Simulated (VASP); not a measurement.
# CsH (I4/mmm) in VASP: a series of runs

Runs on CsH. Level: LDA. Tasks: single point.

Everything below comes from runs of VASP 6.6.1. Logs are shortened: lines on timing, memory, paths and dates and some standing lists are left out, and cuts for length are marked.

## 1. The cell of the first run

It takes space group I4/mmm (No. 139, tetragonal). Conventional cell: a = 4.308 Å, b = 4.308 Å, c = 6.224 Å, α = 90.00°, β = 90.00°, γ = 90.00°. Within 4.0 Å of Cs (site symmetry 4/mmm) lie 6 H at 3.05 to 3.11 Å. H (site symmetry 4/mmm) has 6 Cs at 3.05 to 3.11 Å within 4.0 Å.

## 2. Single point, LDA (uniaxial strain along c: +2.0 %, then relaxed in part)

File INCAR:

```
SYSTEM = CsH
PREC = Accurate
ENCUT = 520
EDIFF = 1E-6
ISMEAR = 0
SIGMA = 0.02
LREAL = .FALSE.
LASPH = .TRUE.
NELM = 100
ALGO = Normal
ISIF = 2
LWAVE = .FALSE.
LCHARG = .FALSE.
GGA = CA
NBANDS = 18
```

File KPOINTS:

```
regular mesh
0
G
  6 6 6
  0 0 0
```

File POSCAR:

```
CsH
1.0
    3.0462570287      3.0462570287      0.0000000000
   -3.0462570287      3.0462570287      0.0000000000
    0.0000000000      0.0000000000      6.2242811912
Cs H
2 2
Direct
    0.0000000000      0.0000000000      0.0000000000
    0.5000000000      0.5000000000      0.5000000000
    0.5000000000      0.5000000000      0.0000000000
    0.0000000000      0.0000000000      0.5000000000
```

Potentials or basis: VASP PAW LDA potentials, release 64 (Cs_sv, H).

On the command line:

```console
$ cat potpaw_LDA.64/Cs_sv/POTCAR potpaw_LDA.64/H/POTCAR > POTCAR
$ mpirun -np 1 vasp_std > vasp.out
```

OUTCAR:

```text
SYSTEM = CsH
   PREC = Accurate
   ENCUT = 520
   EDIFF = 1E-6
   ISMEAR = 0
   LREAL = .FALSE.
   LASPH = .TRUE.
   NELM = 100
   ISIF = 2
   GGA = CA

 ion  position               nearest neighbor table
   1  0.000  0.000  0.000-
   2  0.500  0.500  0.500-
   3  0.500  0.500  0.000-
   4  0.000  0.000  0.500-

  LATTYP: Found a simple tetragonal cell.
 ALAT       =     4.3080580045
 C/A-ratio  =     1.4447997647

  Lattice vectors:

 A1 = (   3.0462570287,   3.0462570287,   0.0000000000)
 A2 = (  -3.0462570287,   3.0462570287,   0.0000000000)
 A3 = (   0.0000000000,   0.0000000000,   6.2242811912)

Analysis of symmetry for initial positions (statically):
=====================================================================
 Subroutine PRICEL returns following result:

  LATTYP: Found a body centered tetragonal cell.
 ALAT       =     4.3080580045
 C/A-ratio  =     1.4447997647

  Lattice vectors:

 A1 = (   3.0462570287,   0.0000000000,  -3.1121405956)
 A2 = (  -3.0462570287,   0.0000000000,  -3.1121405956)
 A3 = (   0.0000000000,   3.0462570287,   3.1121405956)

   2 primitive cells build up your supercell.

 Routine SETGRP: Setting up the symmetry group for a
 simple tetragonal supercell.

 Subroutine GETGRP returns: Found 16 space group operations
 (whereof 16 operations were pure point group operations)
 out of a pool of 16 trial point group operations.

The static configuration has the point symmetry D_4h.

Analysis of symmetry for dynamics (positions and initial velocities):
=====================================================================
 Subroutine PRICEL returns following result:

  LATTYP: Found a body centered tetragonal cell.
 ALAT       =     4.3080580045
 C/A-ratio  =     1.4447997647

  Lattice vectors:

 A1 = (   3.0462570287,   0.0000000000,  -3.1121405956)
 A2 = (  -3.0462570287,   0.0000000000,  -3.1121405956)
 A3 = (   0.0000000000,   3.0462570287,   3.1121405956)

   2 primitive cells build up your supercell.

 Routine SETGRP: Setting up the symmetry group for a
 simple tetragonal supercell.

 Subroutine GETGRP returns: Found 16 space group operations
 (whereof 16 operations were pure point group operations)
 out of a pool of 16 trial point group operations.

The dynamic configuration has the point symmetry D_4h.

 Subroutine INISYM returns: Found 16 space group operations
 (whereof 16 operations are pure point group operations),
 and found     2 'primitive' translations

----------------------------------------------------------------------------------------

                                     Primitive cell

  volume of cell :      57.7593

  direct lattice vectors                    reciprocal lattice vectors
     3.046257029  0.000000000 -3.112140596     0.164135854  0.164135854 -0.160661122
    -3.046257029  0.000000000 -3.112140596    -0.164135854  0.164135854 -0.160661122
     0.000000000  3.046257029  3.112140596     0.000000000  0.328271709  0.000000000

  length of vectors
     4.354893910  4.354893910  4.354893910     0.282299758  0.282299758  0.328271709

  position of ions in fractional coordinates (direct lattice)
     0.000000000  0.000000000  0.000000000
     0.500000000  0.500000000  0.000000000

  ion indices of the primitive-cell ions
   primitive index   ion index
                 1           1
                 2           4

----------------------------------------------------------------------------------------

 KPOINTS: regular mesh

Automatic generation of k-mesh.
 Grid dimensions read from file:
 generate k-points for:    6    6    6

 Generating k-lattice:

  Cartesian coordinates                     Fractional coordinates (reciprocal lattice)
     0.027355976  0.027355976  0.000000000     0.166666667  0.000000000  0.000000000
    -0.027355976  0.027355976  0.000000000     0.000000000  0.166666667  0.000000000
     0.000000000  0.000000000  0.026776854     0.000000000  0.000000000  0.166666667

  Length of vectors
     0.038687192  0.038687192  0.026776854

  Shift w.r.t. Gamma in fractional coordinates (k-lattice)
     0.000000000  0.000000000  0.000000000

 Subroutine IBZKPT returns following result:
 ===========================================

 Found     40 irreducible k-points:

 Following reciprocal coordinates:
            Coordinates               Weight
  0.000000  0.000000  0.000000      1.000000
  0.166667  0.000000  0.000000      4.000000
  0.333333  0.000000  0.000000      4.000000
  0.500000  0.000000  0.000000      2.000000
  0.166667  0.166667  0.000000      4.000000
  0.333333  0.166667  0.000000      8.000000
[... 16 lines left out ...]
  0.333333  0.000000  0.333333      8.000000
  0.500000  0.000000  0.333333      4.000000
 [... further k-points ...]
   k-points           NKPTS =     40   k-points in BZ     NKDIM =     40   number of bands    NBANDS=     18
   number of dos      NEDOS =    301   number of ions     NIONS =      4
   total plane-waves  NPLWV =  49152
   dimension x,y,z NGX =    32 NGY =   32 NGZ =   48
   dimension x,y,z NGXF=    64 NGYF=   64 NGZF=   96
   ions per type =               2   2
   NGX,Y,Z   is equivalent  to a cutoff of  12.35, 12.35, 12.82 a.u.
   NGXF,Y,Z  is equivalent  to a cutoff of  24.70, 24.70, 25.64 a.u.
 SYSTEM =  CsH
   PREC   = accura    normal or accurate (medium, high low for compatibility)
   ISTART =      0    job   : 0-new  1-cont  2-samecut
   ICHARG =      2    charge: 1-file 2-atom 10-const
   ISPIN  =      1    spin polarized calculation?
   LNONCOLLINEAR =      F non collinear calculations
   LSORBIT =      F    spin-orbit coupling
   LASPH  =      T    aspherical Exc in radial PAW
   ENCUT  =  520.0 eV  38.22 Ry    6.18 a.u.   8.01  8.01 11.57*2*pi/ulx,y,z
   NELM   =    100;   NELMIN=  2; NELMDL= -5     # of ELM steps
   EDIFF  = 0.1E-05   stopping-criterion for ELM
   LREAL  =      F    real-space projection
   EDIFFG = 0.1E-04   stopping-criterion for IOM
   NSW    =      0    number of steps for IOM
   IBRION =     -1    ionic relax: 0-MD 1-quasi-New 2-CG
   NFREE  =      0    steps in history (QN), initial steepest desc. (CG)
   ISIF   =      2    stress and relaxation
   ISYM   =      2    0-nonsym 1-usesym 2-fastsym
   POTIM  = 0.5000    time-step for ionic-motion
   TEBEG  =    0.0;   TEEND  =   0.0 temperature during run
   PSTRESS=    0.0 pullay stress
   NELECT =      20.0000    total number of electrons
   NUPDOWN=      -1.0000    fix difference up-down
   EMIN   =  10.00;   EMAX   =-10.00  energy-range for DOS
   EFERMI =   0.00;   METHOD = LEGACY
   ISMEAR =     0;   SIGMA  =   0.02  broadening in eV -4-tet -1-fermi 0-gaus
   EFERMI_NEDOS =   21; number of points for ismear=-14 and -15
   IALGO  =     38    algorithm
   IMIX   =      4    mixing-type and parameters
     AMIX     =   0.40;   BMIX     =  1.00
     AMIX_MAG =   1.60;   BMIX_MAG =  1.00
  volume/ion in A,a.u.               =      28.88       194.89
  Fermi-wavevector in a.u.,A,eV,Ry     =   0.912432  1.724247 11.327299  0.832533
  Thomas-Fermi vector in A             =   2.036828
   LORBIT       =      0    0 simple, 1 ext, 2 COOP (PROOUT), +10 PAW based schemes
   GGA     = CA    functional components
   LHFCALC =     F    Hartree Fock is set to
   AEXX    =    0.0000 exact exchange contribution
   IVDW    =     0    specifies the selected vdW correction
   LEPSILON=     F    determine dielectric tensor
   LRPA    =     F    only Hartree local field effects (RPA)
 non-spin polarized calculation
 Gauss-broadening in eV      SIGMA  =   0.02
  energy-cutoff  :      520.00
  volume of cell :      115.52
 maximum number of plane-waves:      3160
   NGX = 17   NGY = 17   NGZ = 23

 number of electron      20.0000002 magnetization

 Free energy of the ion-electron system (eV)
  ---------------------------------------------------
  ext. energy  EPLUGINS =         0.00000000
  ---------------------------------------------------
  free energy    TOTEN  =        -9.84306652 eV

  energy without entropy =       -9.84306652  energy(sigma->0) =       -9.84306652

 E-fermi :   0.7861     XC(G=0):  -7.9520

 val. band max:        0.6504165539   @ k =   0.5000   0.0000   0.5000
 cond. band min:       2.4048434107   @ k =   0.5000   0.0000   0.5000
 fundamental gap:      1.7544268568
 Fermi energy:         0.7860687746

 k-point     1 :       0.0000    0.0000    0.0000
  band No.  band energies     occupation
      1     -20.8987      2.00000
      2     -20.7384      2.00000
      3      -8.2355      2.00000
      4      -7.5603      2.00000
      5      -7.5603      2.00000
      6      -7.2194      2.00000
[... 10 lines left out ...]
     17       7.5604      0.00000
     18       7.7637      0.00000

 k-point     2 :       0.1667    0.0000    0.0000
  band No.  band energies     occupation
      1     -20.8768      2.00000
      2     -20.7374      2.00000
      3      -8.1591      2.00000
      4      -7.7310      2.00000
      5      -7.5211      2.00000
      6      -7.4336      2.00000
[... 10 lines left out ...]
     17       6.9937      0.00000
     18       7.4627      0.00000

 k-point     3 :       0.3333    0.0000    0.0000
  band No.  band energies     occupation
      1     -20.8247      2.00000
      2     -20.7435      2.00000
      3      -8.0238      2.00000
      4      -7.9535      2.00000
      5      -7.8663      2.00000
      6      -7.4367      2.00000
[... 10 lines left out ...]
     17       6.4084      0.00000
     18       7.4612      0.00000

 k-point     4 :       0.5000    0.0000    0.0000
  band No.  band energies     occupation
      1     -20.7725      2.00000
      2     -20.7725      2.00000
      3      -8.1093      2.00000
      4      -8.1093      2.00000
      5      -7.6845      2.00000
      6      -7.6845      2.00000
[... 375 lines left out ...]
      4      -7.7668      2.00000
      5      -7.5439      2.00000
      6      -7.4445      2.00000
[... 10 lines left out ...]
     17       6.7391      0.00000
     18       7.0772      0.00000

 k-point    23 :       0.3333    0.0000    0.3333
  band No.  band energies     occupation
      1     -20.8041      2.00000
      2     -20.7635      2.00000
      3      -8.2724      2.00000
      4      -8.1454      2.00000
      5      -7.5346      2.00000
      6      -7.3768      2.00000
[... 10 lines left out ...]
     17       6.9544      0.00000
     18       7.5927      0.00000

 k-point    24 :       0.5000    0.0000    0.3333
  band No.  band energies     occupation
      1     -20.7719      2.00000
      2     -20.7719      2.00000
      3      -8.3501      2.00000
      4      -8.3501      2.00000
      5      -7.4200      2.00000
      6      -7.4200      2.00000
[... 10 lines left out ...]
     17       7.7938      0.00000
     18       7.7938      0.00000

 [... further k-points ...]

------------------------ aborting loop because EDIFF is reached ----------------------------------------

  FORCE on cell =-STRESS in cart. coord.  units (eV):
  Direction    XX          YY          ZZ          XY          YZ          ZX
  --------------------------------------------------------------------------------------
  -------------------------------------------------------------------------------------
  Total        0.0394747      0.0394747     -0.4220122      0.0000000      0.0000000     -0.0000000
  in kB        0.5474916      0.5474916     -5.8530650      0.0000000      0.0000000     -0.0000000
  external PRESSURE =      -1.5860273 kB  Pullay stress =       0.0000000 kB

 VOLUME and BASIS-vectors are now :
 -----------------------------------------------------------------------------
  energy-cutoff  :      520.00
  volume of cell :      115.52
      direct lattice vectors                 reciprocal lattice vectors
     3.046257029  3.046257029  0.000000000     0.164135854  0.164135854  0.000000000
    -3.046257029  3.046257029  0.000000000    -0.164135854  0.164135854  0.000000000
     0.000000000  0.000000000  6.224281191     0.000000000  0.000000000  0.160661122

 POSITION                                       TOTAL-FORCE (eV/Angst)
 -----------------------------------------------------------------------------------
      0.00000      0.00000      0.00000         0.000000     -0.000000      0.000000
      0.00000      3.04626      3.11214        -0.000000      0.000000      0.000000
      0.00000      3.04626      0.00000         0.000000      0.000000      0.000000
      0.00000      0.00000      3.11214         0.000000     -0.000000      0.000000
 -----------------------------------------------------------------------------------
    total drift:                               -0.000000      0.000000     -0.000000

  FREE ENERGIE OF THE ION-ELECTRON SYSTEM (eV)
  ---------------------------------------------------
  free  energy   TOTEN  =        -9.8430665166 eV

  energy  without entropy=       -9.8430665166  energy(sigma->0) =       -9.84306652
```

Run time: 37 s. Hardware: 1 thread of Intel Xeon Platinum 8559C (Emerald Rapids), shared host; peak memory 0.22 GiB.

Results:

* Free energy: -9.8431 eV
* Pressure: -0.2 GPa
* Band gap on the k mesh: 1.75 eV

Stress tensor (GPa, compression positive):
```
 0.05  0.00  0.00
 0.00  0.05  0.00
 0.00  0.00 -0.59
```

Levels at points of the mesh, in eV from the valence-band top:
```tsv
k point	band 7	band 8	band 9	band 10	band 11	band 12	band 13	band 14
(0.00, 0.00, 0.00)	-7.85	-7.85	-2.14	-1.59	2.62	4.86	4.98	4.98
(0.50, 0.00, 0.00)	-7.96	-7.96	-0.51	-0.51	2.91	2.91	3.77	3.77
(0.50, 0.50, 0.00)	-8.25	-8.25	-1.60	-1.60	2.55	2.55	5.82	5.82
(0.00, 0.00, 0.50)	-8.03	-8.03	-1.30	-1.30	3.43	3.43	4.06	4.06
(0.50, 0.00, 0.50)	-7.96	-7.96	0.00	0.00	1.75	1.75	4.38	4.38
(0.50, 0.50, 0.50)	-8.31	-8.31	-1.07	-1.07	3.91	3.91	3.91	3.91
```

Caveat: the cell differs from its parent crystal (uniaxial strain along c: +2.0 %, then relaxed in part); spin-orbit coupling is left out, which moves the levels of the heavy elements. A k mesh can miss the band edges.

[end of part 1 of 2]
